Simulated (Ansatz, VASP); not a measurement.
# One calculation of Cs, two programs

```
Cs
1.0
    -3.07896    3.07896    3.07896
     3.07896   -3.07896    3.07896
     3.07896    3.07896   -3.07896
Cs
1
Direct
  0.00000 0.00000 0.00000
```

Alike in both runs: functional PBE; k mesh 10 × 10 × 10; occupations gaussian, width 0.1 eV; no spin polarisation.

Ansatz relaxed the structure, and its values are those at the end. VASP's run is a single point on that final structure, the one shown.

```csv
,VASP,Ansatz
version,VASP 6.6.1,Ansatz 0.2.0
potentials or method,"VASP PAW PBE potentials, release 64 (Cs_sv), cutoff 520 eV","scalar-relativistic, plane waves, PAW"
valence electrons in the cell,9,9
```

```csv
,VASP,Ansatz,Ansatz less VASP
gap on the k mesh at the Fermi level (eV),none,none,-
pressure (GPa),0.0,0.0,+0.01
```

A gap of «none» marks a metal or a gap that the smearing closes. With one functional, cell and mesh, what is left measures potentials, basis and numerics.

Neither program's run includes spin-orbit coupling.
